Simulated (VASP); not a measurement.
# SnSe (Fm-3m) in VASP: single point with LDA

Aim: the single point of SnSe with LDA.

Program: VASP 6.6.1. These are calculated values, not measurements. Logs are shortened: lines on timing, memory, paths and dates and some standing lists are left out, and cuts for length are marked.

## 1. The cell of the first run

Symmetry: Fm-3m, No. 225, cubic system. The conventional cell has a = 6.020 Å, b = 6.020 Å, c = 6.020 Å, α = 90.00°, β = 90.00°, γ = 90.00°. Within 4.0 Å of Sn (site symmetry m-3m) lie 6 Se at 3.01 Å. Within 4.0 Å of Se (site symmetry m-3m) lie 6 Sn at 3.01 Å.

## 2. Single point, LDA

Input file INCAR:

```
PREC = Accurate
ENCUT = 500
EDIFF = 1E-6
ISMEAR = 0
SIGMA = 0.01
LREAL = False
LASPH = True
NELM = 120
ALGO = Normal
ISIF = 2
LWAVE = False
LCHARG = False
GGA = CA
NBANDS = 17
GGA_COMPAT = False
```

Input file KPOINTS:

```
Automatic mesh
0
Gamma
  4 4 4
```

Input file POSCAR:

```
SnSe
1.0
    4.2567830000      0.0000000000      0.0000000000
    2.1283915000      3.6864822164      0.0000000000
    2.1283915000      1.2288274055      3.4756487653
Sn Se
1 1
Direct
    0.0000000000      0.0000000000      0.0000000000
    0.5000000000      0.5000000000      0.5000000000
```

Potentials or basis: VASP PAW LDA potentials, release 64 (Sn_d, Se).

Started as:

```bash
$ cat potpaw_LDA.64/Sn_d/POTCAR potpaw_LDA.64/Se/POTCAR > POTCAR
$ mpirun -np 1 vasp_std > vasp.out
```

OUTCAR:

```text
PREC = Accurate
   ENCUT = 500
   EDIFF = 1E-6
   ISMEAR = 0
   LREAL = False
   LASPH = True
   NELM = 120
   ISIF = 2
   GGA = CA

 ion  position               nearest neighbor table
   1  0.000  0.000  0.000-   2 3.01   2 3.01   2 3.01   2 3.01   2 3.01   2 3.01
   2  0.500  0.500  0.500-   1 3.01   1 3.01   1 3.01   1 3.01   1 3.01   1 3.01

  LATTYP: Found a face centered cubic cell.
 ALAT       =     6.0200002507

  Lattice vectors:

 A1 = (   4.2567830000,   0.0000000000,   0.0000000000)
 A2 = (   2.1283915000,   3.6864822164,   0.0000000000)
 A3 = (   2.1283915000,   1.2288274055,   3.4756487653)

Analysis of symmetry for initial positions (statically):
=====================================================================
 Subroutine PRICEL returns:
 Original cell was already a primitive cell.

 Routine SETGRP: Setting up the symmetry group for a
 face centered cubic supercell.

 Subroutine GETGRP returns: Found 48 space group operations
 (whereof 48 operations were pure point group operations)
 out of a pool of 48 trial point group operations.

The static configuration has the point symmetry O_h .

Analysis of symmetry for dynamics (positions and initial velocities):
=====================================================================
 Subroutine PRICEL returns:
 Original cell was already a primitive cell.

 Routine SETGRP: Setting up the symmetry group for a
 face centered cubic supercell.

 Subroutine GETGRP returns: Found 48 space group operations
 (whereof 48 operations were pure point group operations)
 out of a pool of 48 trial point group operations.

The dynamic configuration has the point symmetry O_h .

 Subroutine INISYM returns: Found 48 space group operations
 (whereof 48 operations are pure point group operations),
 and found     1 'primitive' translations

----------------------------------------------------------------------------------------

                                     Primitive cell

  volume of cell :      54.5418

  direct lattice vectors                    reciprocal lattice vectors
     4.256783000  0.000000000  0.000000000     0.234919187 -0.135630656 -0.095905356
     2.128391500  3.686482216  0.000000000     0.000000000  0.271261311 -0.095905356
     2.128391500  1.228827405  3.475648765     0.000000000  0.000000000  0.287716069

  length of vectors
     4.256783000  4.256783000  4.256783000     0.287716069  0.287716069  0.287716069

  position of ions in fractional coordinates (direct lattice)
     0.000000000  0.000000000  0.000000000
     0.500000000  0.500000000  0.500000000

  ion indices of the primitive-cell ions
   primitive index   ion index
                 1           1
                 2           2

----------------------------------------------------------------------------------------

 KPOINTS: Automatic mesh

Automatic generation of k-mesh.
 Grid dimensions read from file:
 generate k-points for:    4    4    4

 Generating k-lattice:

  Cartesian coordinates                     Fractional coordinates (reciprocal lattice)
     0.058729797 -0.033907664 -0.023976339     0.250000000  0.000000000  0.000000000
     0.000000000  0.067815328 -0.023976339     0.000000000  0.250000000 -0.000000000
     0.000000000  0.000000000  0.071929017     0.000000000  0.000000000  0.250000000

  Length of vectors
     0.071929017  0.071929017  0.071929017

  Shift w.r.t. Gamma in fractional coordinates (k-lattice)
     0.000000000  0.000000000  0.000000000

 Subroutine IBZKPT returns following result:
 ===========================================

 Found      8 irreducible k-points:

 Following reciprocal coordinates:
            Coordinates               Weight
  0.000000  0.000000  0.000000      1.000000
  0.250000  0.000000 -0.000000      8.000000
  0.500000  0.000000 -0.000000      4.000000
  0.250000  0.250000  0.000000      6.000000
  0.500000  0.250000  0.000000     24.000000
 -0.250000  0.250000  0.000000     12.000000
  0.500000  0.500000  0.000000      3.000000
 -0.250000  0.500000  0.250000      6.000000
   k-points           NKPTS =      8   k-points in BZ     NKDIM =      8   number of bands    NBANDS=     17
   number of dos      NEDOS =    301   number of ions     NIONS =      2
   total plane-waves  NPLWV =  32768
   dimension x,y,z NGX =    32 NGY =   32 NGZ =   32
   dimension x,y,z NGXF=    64 NGYF=   64 NGZF=   64
   ions per type =               1   1
   NGX,Y,Z   is equivalent  to a cutoff of  12.50, 12.50, 12.50 a.u.
   NGXF,Y,Z  is equivalent  to a cutoff of  24.99, 24.99, 24.99 a.u.
 SYSTEM =  unknown system
   PREC   = accura    normal or accurate (medium, high low for compatibility)
   ISTART =      0    job   : 0-new  1-cont  2-samecut
   ICHARG =      2    charge: 1-file 2-atom 10-const
   ISPIN  =      1    spin polarized calculation?
   LNONCOLLINEAR =      F non collinear calculations
   LSORBIT =      F    spin-orbit coupling
   LASPH  =      T    aspherical Exc in radial PAW
   ENCUT  =  500.0 eV  36.75 Ry    6.06 a.u.   7.76  7.76  7.76*2*pi/ulx,y,z
   NELM   =    120;   NELMIN=  2; NELMDL= -5     # of ELM steps
   EDIFF  = 0.1E-05   stopping-criterion for ELM
   LREAL  =      F    real-space projection
   EDIFFG = 0.1E-04   stopping-criterion for IOM
   NSW    =      0    number of steps for IOM
   IBRION =     -1    ionic relax: 0-MD 1-quasi-New 2-CG
   NFREE  =      0    steps in history (QN), initial steepest desc. (CG)
   ISIF   =      2    stress and relaxation
   ISYM   =      2    0-nonsym 1-usesym 2-fastsym
   POTIM  = 0.5000    time-step for ionic-motion
   TEBEG  =    0.0;   TEEND  =   0.0 temperature during run
   PSTRESS=    0.0 pullay stress
   NELECT =      20.0000    total number of electrons
   NUPDOWN=      -1.0000    fix difference up-down
   EMIN   =  10.00;   EMAX   =-10.00  energy-range for DOS
   EFERMI =   0.00;   METHOD = LEGACY
   ISMEAR =     0;   SIGMA  =   0.01  broadening in eV -4-tet -1-fermi 0-gaus
   EFERMI_NEDOS =   21; number of points for ismear=-14 and -15
   IALGO  =     38    algorithm
   IMIX   =      4    mixing-type and parameters
     AMIX     =   0.40;   BMIX     =  1.00
     AMIX_MAG =   1.60;   BMIX_MAG =  1.00
  volume/ion in A,a.u.               =      27.27       184.03
  Fermi-wavevector in a.u.,A,eV,Ry     =   1.171768  2.214321 18.681348  1.373040
  Thomas-Fermi vector in A             =   2.308207
   LORBIT       =      0    0 simple, 1 ext, 2 COOP (PROOUT), +10 PAW based schemes
   GGA     = CA    functional components
   LHFCALC =     F    Hartree Fock is set to
   AEXX    =    0.0000 exact exchange contribution
   IVDW    =     0    specifies the selected vdW correction
   LEPSILON=     F    determine dielectric tensor
   LRPA    =     F    only Hartree local field effects (RPA)
 non-spin polarized calculation
 Gauss-broadening in eV      SIGMA  =   0.01
  energy-cutoff  :      500.00
  volume of cell :       54.54
 maximum number of plane-waves:      1411
 NGX is ok and might be reduce to    32
   NGX = 15   NGY = 15   NGZ = 15

 number of electron      20.0000006 magnetization

 Free energy of the ion-electron system (eV)
  ---------------------------------------------------
  ext. energy  EPLUGINS =         0.00000000
  ---------------------------------------------------
  free energy    TOTEN  =        -9.52759142 eV

  energy without entropy =       -9.52759142  energy(sigma->0) =       -9.52759142

 E-fermi :   5.3767     XC(G=0):  -9.8986

 val. band max:        5.3089384478   @ k =   0.5000   0.0000  -0.0000
 cond. band min:       5.9118923439   @ k =   0.5000   0.0000  -0.0000
 fundamental gap:      0.6029538961
 Fermi energy:         5.3766992358

 k-point     1 :       0.0000    0.0000    0.0000
  band No.  band energies     occupation
      1     -16.1154      2.00000
      2     -16.1154      2.00000
      3     -16.1116      2.00000
      4     -16.1116      2.00000
      5     -16.1116      2.00000
      6      -8.5039      2.00000
[... 9 lines left out ...]
     16      11.2761      0.00000
     17      13.5873      0.00000

 k-point     2 :       0.2500    0.0000   -0.0000
  band No.  band energies     occupation
      1     -16.1189      2.00000
      2     -16.1189      2.00000
      3     -16.1103      2.00000
      4     -16.1055      2.00000
      5     -16.1055      2.00000
      6      -8.1031      2.00000
[... 9 lines left out ...]
     16      12.6004      0.00000
     17      16.7348      0.00000

 k-point     3 :       0.5000    0.0000   -0.0000
  band No.  band energies     occupation
      1     -16.1228      2.00000
      2     -16.1228      2.00000
      3     -16.1091      2.00000
      4     -16.0990      2.00000
      5     -16.0990      2.00000
      6      -7.5780      2.00000
[... 9 lines left out ...]
     16      15.6258      0.00000
     17      15.6258      0.00000

 k-point     4 :       0.2500    0.2500    0.0000
  band No.  band energies     occupation
      1     -16.1273      2.00000
      2     -16.1150      2.00000
      3     -16.1115      2.00000
      4     -16.1028      2.00000
      5     -16.1028      2.00000
      6      -7.9710      2.00000
[... 9 lines left out ...]
     16      14.5163      0.00000
     17      14.5163      0.00000

 k-point     5 :       0.5000    0.2500    0.0000
  band No.  band energies     occupation
      1     -16.1326      2.00000
      2     -16.1146      2.00000
      3     -16.1113      2.00000
      4     -16.0998      2.00000
      5     -16.0970      2.00000
      6      -7.4516      2.00000
[... 9 lines left out ...]
     16      16.0896      0.00000
     17      16.7911      0.00000

 k-point     6 :      -0.2500    0.2500    0.0000
  band No.  band energies     occupation
      1     -16.1244      2.00000
      2     -16.1195      2.00000
      3     -16.1067      2.00000
      4     -16.1023      2.00000
      5     -16.1023      2.00000
      6      -7.6221      2.00000
[... 9 lines left out ...]
     16      14.5684      0.00000
     17      15.7145      0.00000

 k-point     7 :       0.5000    0.5000    0.0000
  band No.  band energies     occupation
      1     -16.1443      2.00000
      2     -16.1183      2.00000
      3     -16.1076      2.00000
      4     -16.0936      2.00000
      5     -16.0936      2.00000
      6      -7.3036      2.00000
[... 9 lines left out ...]
     16      16.9561      0.00000
     17      18.0569      0.00000

 k-point     8 :      -0.2500    0.5000    0.2500
  band No.  band energies     occupation
      1     -16.1352      2.00000
      2     -16.1143      2.00000
      3     -16.1062      2.00000
      4     -16.1062      2.00000
      5     -16.0937      2.00000
      6      -7.2753      2.00000
[... 9 lines left out ...]
     16      16.6638      0.00000
     17      18.2069      0.00000

------------------------ aborting loop because EDIFF is reached ----------------------------------------

  FORCE on cell =-STRESS in cart. coord.  units (eV):
  Direction    XX          YY          ZZ          XY          YZ          ZX
  --------------------------------------------------------------------------------------
  -------------------------------------------------------------------------------------
  Total       -1.5624545     -1.5624545     -1.5624545      0.0000000     -0.0000000     -0.0000000
  in kB      -45.8974372    -45.8974372    -45.8974372      0.0000000     -0.0000000     -0.0000000
  external PRESSURE =     -45.8974372 kB  Pullay stress =       0.0000000 kB

 VOLUME and BASIS-vectors are now :
 -----------------------------------------------------------------------------
  energy-cutoff  :      500.00
  volume of cell :       54.54
      direct lattice vectors                 reciprocal lattice vectors
     4.256783000  0.000000000  0.000000000     0.234919187 -0.135630656 -0.095905356
     2.128391500  3.686482216  0.000000000     0.000000000  0.271261311 -0.095905356
     2.128391500  1.228827405  3.475648765     0.000000000  0.000000000  0.287716069

 POSITION                                       TOTAL-FORCE (eV/Angst)
 -----------------------------------------------------------------------------------
      0.00000      0.00000      0.00000         0.000000     -0.000000      0.000000
      4.25678      2.45765      1.73782        -0.000000      0.000000      0.000000
 -----------------------------------------------------------------------------------
    total drift:                               -0.000000      0.000000      0.000000

  FREE ENERGIE OF THE ION-ELECTRON SYSTEM (eV)
  ---------------------------------------------------
  free  energy   TOTEN  =        -9.5275914241 eV

  energy  without entropy=       -9.5275914241  energy(sigma->0) =       -9.52759142
```

It took 10 s on 1 thread of AMD EPYC 7R13, shared host; peak memory 0.12 GiB.

What came out:

* Free energy: -9.5276 eV
* Pressure: -4.6 GPa
* Band gap on the k mesh: 0.60 eV, direct

Caveat: the k points lie up to 0.45 Å⁻¹ apart; spin-orbit coupling is left out, which moves the levels of the heavy elements.
